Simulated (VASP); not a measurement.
Set up this calculation in VASP 6.6.1, as the native input.

* Task: single point
* Functional: PBE
* Potentials or basis: VASP PAW PBE potentials, release 64 (Si, Ni_sv_GW)
* Cutoff: 690 eV
* k mesh: 12 × 10 × 8
* Occupations: gaussian, width 0.15 eV
* Spin: no spin polarisation
* Dipole correction: no
* Further INCAR settings: ALGO = Normal; EDIFF = 1e-06; NBANDS = 30

The structure of SiNi lies in POSCAR:

```
SiNi
1.0
    3.0552835571      0.0000000000      0.0000000000
    0.0000000000      3.2583147393      0.0000000000
    0.0000000000      0.0000000000      4.7093899656
Si Ni
2 2
Direct
    0.5000000000      0.5000000000      0.8431827246
    0.0000000000      0.0000000000      0.1568172754
    0.5000000000      0.5000000000      0.3423059810
    0.0000000000      0.0000000000      0.6576940190
```

These files were run (other wordings do the same):

INCAR

```
  PREC = Accurate
  ENCUT = 690
  EDIFF = 1E-6
  ISMEAR = 0
  SIGMA = 0.15
  LREAL = False
  LASPH = True
  NELM = 120
  ALGO = Normal
  ISIF = 2
  LWAVE = False
  LCHARG = False
  GGA = PE
  NBANDS = 30
  GGA_COMPAT = False
```

KPOINTS

```
regular mesh
0
Gamma
  12 10 8
```

Potentials or basis: VASP PAW PBE potentials, release 64 (Si, Ni_sv_GW).

Command:

```bash
$ cat potpaw_PBE.64/Si/POTCAR potpaw_PBE.64/Ni_sv_GW/POTCAR > POTCAR
$ mpirun -np 1 vasp_std > vasp.out
```

Results of the run:

```json
{"Pressure": "-0.6 GPa", "Largest force": "0.006 eV/Å", "Band gap on the k mesh": "zero (bands 22 and 23 overlap by 2.51 eV)"}
```

Wall time 3.4 min on 1 thread of Intel(R) Xeon(R) 6975P-C (Granite Rapids), with other jobs on the host, peak memory 0.53 GiB.
